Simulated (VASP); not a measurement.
# HfO2 (Fm-3m) in VASP: further runs, part 2 of 2

VASP 6.6.1. The steps go on from the part before.

**3. Single point, r2SCAN**

This run uses another cell than the first one, of 10.57 Å³/atom, 1.021 times its volume.

File POSCAR:

```
HfO2
1.0
    0.0000000000      2.5124178500      2.5124178500
    2.5124178500      0.0000000000      2.5124178500
    2.5124178500      2.5124178500      0.0000000000
Hf O
1 2
Direct
    0.0000000000      0.0000000000      0.0000000000
    0.2500000000      0.2500000000      0.2500000000
    0.7500000000      0.7500000000      0.7500000000
```

File INCAR.step1:

```
SYSTEM = HfO2
ALGO     = Normal         ! electronic algorithm
EDIFF    = 1E-4           ! SCF threshold, eV
ENCUT    = 520            ! plane-wave cutoff, eV
GGA      = PE             ! functional
ISMEAR   = -1             ! smearing method
LASPH    = .TRUE.         ! aspherical terms in the spheres
LCHARG   = .FALSE.        ! write CHGCAR
LREAL    = .FALSE.        ! projectors in reciprocal space
LWAVE    = .TRUE.         ! write WAVECAR
NBANDS   = 18             ! bands
NELM     = 100            ! most SCF steps
PREC     = Accurate       ! precision mode
SIGMA    = 0.02           ! smearing width, eV
```

File INCAR.step2:

```
SYSTEM = HfO2
ALGO     = Normal         ! electronic algorithm
EDIFF    = 1E-7           ! SCF threshold, eV
ENCUT    = 520            ! plane-wave cutoff, eV
ISIF     = 2              ! what is computed and relaxed
ISMEAR   = -1             ! smearing method
ISTART   = 1            
LASPH    = .TRUE.         ! aspherical terms in the spheres
LCHARG   = .FALSE.        ! write CHGCAR
LMIXTAU  = .TRUE.       
LREAL    = .FALSE.        ! projectors in reciprocal space
LWAVE    = .FALSE.        ! write WAVECAR
METAGGA  = R2SCAN         ! meta-GGA
NBANDS   = 18             ! bands
NELM     = 100            ! most SCF steps
PREC     = Accurate       ! precision mode
SIGMA    = 0.02           ! smearing width, eV
```

File KPOINTS:

```
k-points
0
G
  10 10 10
  0 0 0
```

Potentials or basis: VASP PAW PBE potentials, release 64 (Hf_pv, O).

Launch:

```
$ cat potpaw_PBE.64/Hf_pv/POTCAR potpaw_PBE.64/O/POTCAR > POTCAR
$ cp INCAR.step1 INCAR
$ mpirun -np 1 vasp_std > vasp.out
$ cp INCAR.step2 INCAR
$ mpirun -np 1 vasp_std > vasp.out
```

OUTCAR:

```text
SYSTEM = HfO2
   EDIFF = 1E-7
   ENCUT = 520
   ISIF = 2
   ISMEAR = -1
   ISTART = 1
   LASPH = .TRUE.
   LREAL = .FALSE.
   METAGGA = R2SCAN
   NELM = 100
   PREC = Accurate

 ion  position               nearest neighbor table
   1  0.000  0.000  0.000-   3 2.18   3 2.18   3 2.18   2 2.18   2 2.18   2 2.18   3 2.18   2 2.18

   2  0.250  0.250  0.250-   1 2.18   1 2.18   1 2.18   1 2.18
   3  0.750  0.750  0.750-   1 2.18   1 2.18   1 2.18   1 2.18

  LATTYP: Found a face centered cubic cell.
 ALAT       =     5.0248357000

  Lattice vectors:

[... 687 lines left out ...]
     17      15.3600      0.00000
     18      16.9816      0.00000

 [... further k-points ...]
[... 5 lines left out ...]
  --------------------------------------------------------------------------------------
  -------------------------------------------------------------------------------------
  Total        0.2903494      0.2903494      0.2903494      0.0000000      0.0000000      0.0000000
  in kB       14.6664821     14.6664821     14.6664821      0.0000000      0.0000000      0.0000000
  external PRESSURE =      14.6664821 kB  Pullay stress =       0.0000000 kB

 VOLUME and BASIS-vectors are now :
 -----------------------------------------------------------------------------
  energy-cutoff  :      520.00
  volume of cell :       31.72
      direct lattice vectors                 reciprocal lattice vectors
     0.000000000  2.512417850  2.512417850    -0.199011482  0.199011482  0.199011482
     2.512417850  0.000000000  2.512417850     0.199011482 -0.199011482  0.199011482
     2.512417850  2.512417850  0.000000000     0.199011482  0.199011482 -0.199011482

 POSITION                                       TOTAL-FORCE (eV/Angst)
 -----------------------------------------------------------------------------------
      0.00000      0.00000      0.00000         0.000000      0.000000      0.000000
      1.25621      1.25621      1.25621        -0.000000      0.000000     -0.000000
      3.76863      3.76863      3.76863         0.000000     -0.000000      0.000000
 -----------------------------------------------------------------------------------
    total drift:                                0.000000      0.000000      0.000000

  FREE ENERGIE OF THE ION-ELECTRON SYSTEM (eV)
  ---------------------------------------------------
  free  energy   TOTEN  =       -68.5513583753 eV

  energy  without entropy=      -68.5513583752  energy(sigma->0) =      -68.55135838
```

OUTCAR.step1:

```text
SYSTEM = HfO2
   EDIFF = 1E-4
   ENCUT = 520
   GGA = PE
   ISMEAR = -1
   LASPH = .TRUE.
   LREAL = .FALSE.
   NELM = 100
[... 726 lines left out ...]
      0.00000      0.00000      0.00000        -0.000000      0.000000     -0.000000
      1.25621      1.25621      1.25621         0.000000      0.000000     -0.000000
      3.76863      3.76863      3.76863        -0.000000     -0.000000      0.000000
 -----------------------------------------------------------------------------------
    total drift:                                0.000000      0.000000      0.000000

  FREE ENERGIE OF THE ION-ELECTRON SYSTEM (eV)
  ---------------------------------------------------
  free  energy   TOTEN  =       -30.2259022784 eV

  energy  without entropy=      -30.2259022784  energy(sigma->0) =      -30.22590228
```

OSZICAR.step1:

```text
N       E                     dE             d eps       ncg     rms          rms(c)
DAV:   1     0.895456360446E+02    0.89546E+02   -0.12584E+04  1692   0.121E+03
DAV:   2    -0.322400891983E+02   -0.12179E+03   -0.11831E+03  2166   0.288E+02
DAV:   3    -0.359363346689E+02   -0.36962E+01   -0.36827E+01  1946   0.447E+01
DAV:   4    -0.359565094970E+02   -0.20175E-01   -0.20170E-01  2022   0.368E+00
DAV:   5    -0.359566392376E+02   -0.12974E-03   -0.12974E-03  1932   0.279E-01    0.508E+01
DAV:   6    -0.303402988605E+02    0.56163E+01   -0.19754E+01  1736   0.325E+01    0.434E+01
DAV:   7    -0.302579240793E+02    0.82375E-01   -0.63837E-01  1946   0.664E+00    0.297E+01
DAV:   8    -0.302440746213E+02    0.13849E-01   -0.24132E-01  1852   0.457E+00    0.918E+00
DAV:   9    -0.302257397147E+02    0.18335E-01   -0.59046E-02  1810   0.202E+00    0.258E+00
DAV:  10    -0.302258564980E+02   -0.11678E-03   -0.31627E-03  1896   0.432E-01    0.187E-01
DAV:  11    -0.302259022784E+02   -0.45780E-04   -0.15845E-04  1844   0.111E-01
   1 F= -.30225902E+02 E0= -.30225902E+02  d E =-.447206E-13
```

It took 1.7 min on 1 thread of Intel Xeon Platinum 8488C (Sapphire Rapids), shared host; peak memory 0.18 GiB.

What came out:

```
Free energy            : -68.5514 eV
Pressure               : 1.5 GPa
Band gap on the k mesh : 4.37 eV, direct
```

Levels at points of the mesh, in eV from the valence-band top:
| k point | band 7 | band 8 | band 9 | band 10 | band 11 | band 12 | band 13 | band 14 | band 15 | band 16 |
| --- | --- | --- | --- | --- | --- | --- | --- | --- | --- | --- |
| (0.00, 0.00, 0.00) | -5.61 | -5.61 | -0.65 | -0.65 | -0.65 | 4.48 | 4.48 | 6.69 | 11.35 | 11.35 |
| (0.50, 0.00, 0.00) | -4.51 | -3.11 | -2.87 | -1.93 | -1.93 | 5.20 | 5.20 | 7.75 | 9.71 | 10.25 |
| (0.50, 0.50, 0.00) | -3.64 | -3.64 | -1.60 | -1.60 | 0.00 | 4.37 | 6.16 | 7.43 | 8.92 | 8.92 |

Caveat: the PAW data sets were made with another functional, which shifts forces and pressure a little; spin-orbit coupling is left out, which moves the levels of the heavy elements.

**4. Single point, r2SCAN**

This run uses another cell than the first one, of 10.79 Å³/atom, 1.042 times its volume.

File POSCAR:

```
HfO2
1.0
    0.0000000000      2.5293941581      2.5293941581
    2.5293941581      0.0000000000      2.5293941581
    2.5293941581      2.5293941581      0.0000000000
Hf O
1 2
Direct
    0.0000000000      0.0000000000      0.0000000000
    0.2500000000      0.2500000000      0.2500000000
    0.7500000000      0.7500000000      0.7500000000
```

File INCAR.step1:

```
  PREC = Accurate
  ENCUT = 520
  ISMEAR = -1
  SIGMA = 0.02
  LREAL = False
  LASPH = True
  NELM = 60
  NBANDS = 18
  GGA = PE
  ALGO = Normal
  EDIFF = 1E-4
  LWAVE = True
  LCHARG = False
```

File INCAR.step2:

```
  PREC = Accurate
  ENCUT = 520
  EDIFF = 1E-6
  ISMEAR = -1
  SIGMA = 0.02
  LREAL = False
  LASPH = True
  NELM = 60
  ALGO = Normal
  ISIF = 2
  LWAVE = False
  LCHARG = False
  METAGGA = R2SCAN
  LMIXTAU = True
  NBANDS = 18
  ISTART = 1
```

File KPOINTS:

```
Automatic mesh
0
Gamma
  10 10 10
```

Launch:

```
$ cat potpaw_PBE.64/Hf_pv/POTCAR potpaw_PBE.64/O/POTCAR > POTCAR
$ cp INCAR.step1 INCAR
$ mpirun -np 1 vasp_std > vasp.out
$ cp INCAR.step2 INCAR
$ mpirun -np 1 vasp_std > vasp.out
```

Run time: 89 s. Hardware: 1 thread of Intel Xeon Platinum 8488C (Sapphire Rapids), shared host; peak memory 0.18 GiB.

The run converged. Its results:

```
Free energy            : -68.5473 eV
Pressure               : -4.0 GPa
Band gap on the k mesh : 4.31 eV, direct
```

Levels at points of the mesh, in eV from the valence-band top:
| k point | band 7 | band 8 | band 9 | band 10 | band 11 | band 12 | band 13 | band 14 | band 15 | band 16 |
| --- | --- | --- | --- | --- | --- | --- | --- | --- | --- | --- |
| (0.00, 0.00, 0.00) | -5.48 | -5.48 | -0.64 | -0.64 | -0.64 | 4.42 | 4.42 | 6.52 | 11.08 | 11.08 |
| (0.50, 0.00, 0.00) | -4.40 | -3.08 | -2.82 | -1.90 | -1.90 | 5.12 | 5.12 | 7.55 | 9.64 | 10.02 |
| (0.50, 0.50, 0.00) | -3.59 | -3.59 | -1.56 | -1.56 | 0.00 | 4.31 | 6.05 | 7.23 | 8.73 | 8.73 |

Caveat: the PAW data sets were made with another functional, which shifts forces and pressure a little; spin-orbit coupling is left out, which moves the levels of the heavy elements. r2SCAN opens gaps a little over a GGA but as a rule still falls short of measured ones.

**5. Single point, r2SCAN**

This run uses another cell than the first one, of 10.79 Å³/atom, 1.042 times its volume.

File POSCAR:

```
HfO2
1.0
    0.0000000000      2.5293941600      2.5293941600
    2.5293941600      0.0000000000      2.5293941600
    2.5293941600      2.5293941600      0.0000000000
Hf O
1 2
Direct
    0.0000000000      0.0000000000      0.0000000000
    0.2500000000      0.2500000000      0.2500000000
    0.7500000000      0.7500000000      0.7500000000
```

File INCAR.step1:

```
SYSTEM = HfO2
ALGO = Normal
EDIFF = 1E-4
ENCUT = 520
GGA = PE
ISMEAR = -1
LASPH = .TRUE.
LCHARG = .FALSE.
LREAL = .FALSE.
LWAVE = .TRUE.
NBANDS = 18
NELM = 80
PREC = Accurate
SIGMA = 0.02
```

File INCAR.step2:

```
SYSTEM = HfO2
ALGO = Normal
EDIFF = 1E-7
ENCUT = 520
ISIF = 2
ISMEAR = -1
ISTART = 1
LASPH = .TRUE.
LCHARG = .FALSE.
LMIXTAU = .TRUE.
LREAL = .FALSE.
LWAVE = .FALSE.
METAGGA = R2SCAN
NBANDS = 18
NELM = 80
PREC = Accurate
SIGMA = 0.02
```

File KPOINTS:

```
k-points
0
G
  10 10 10
  0 0 0
```

Launch:

```
$ cat potpaw_PBE.64/Hf_pv/POTCAR potpaw_PBE.64/O/POTCAR > POTCAR
$ cp INCAR.step1 INCAR
$ mpirun -np 1 vasp_std > vasp.out
$ cp INCAR.step2 INCAR
$ mpirun -np 1 vasp_std > vasp.out
```

Run time: 1.9 min. Hardware: 1 thread of Intel Xeon Platinum 8488C (Sapphire Rapids), shared host; peak memory 0.18 GiB.

Results (log left out):

| Quantity | Value |
| --- | --- |
| Free energy | -68.5473 eV |
| Pressure | -4.0 GPa |
| Band gap on the k mesh | 4.31 eV, direct |

Levels at points of the mesh, in eV from the valence-band top:
```csv
k point,band 7,band 8,band 9,band 10,band 11,band 12,band 13,band 14,band 15,band 16
"(0.00, 0.00, 0.00)",-5.48,-5.48,-0.64,-0.64,-0.64,4.42,4.42,6.52,11.08,11.08
"(0.50, 0.00, 0.00)",-4.40,-3.08,-2.82,-1.90,-1.90,5.12,5.12,7.55,9.64,10.02
"(0.50, 0.50, 0.00)",-3.59,-3.59,-1.56,-1.56,0.00,4.31,6.05,7.23,8.73,8.73
```

Caveat: the PAW data sets were made with another functional, which shifts forces and pressure a little; spin-orbit coupling is left out, which moves the levels of the heavy elements.

**6. The runs side by side**

| cell | gap on the mesh (eV) | pressure (GPa) |
| --- | --- | --- |
| a = 3.529 Å, angles 60.0°, 3 atoms | 4.44 | 7.6 |
| a = 3.553 Å, angles 60.0°, 3 atoms | 4.37 | 1.5 |
| a = 3.577 Å, angles 60.0°, 3 atoms | 4.31 | -4.0 |

Alike in all rows: task single point; level r2SCAN; potentials or basis VASP PAW PBE potentials, release 64 (Hf_pv, O); no spin polarisation; k mesh 10 × 10 × 10; cutoff (eV) 520; smearing fermi-dirac 0.02 eV.

Caveats: the PAW data sets were made with another functional, which shifts forces and pressure a little; spin-orbit coupling is left out, which moves the levels of the heavy elements.

Total energies depend on the potentials used, so only differences within one code and one set of settings carry meaning.
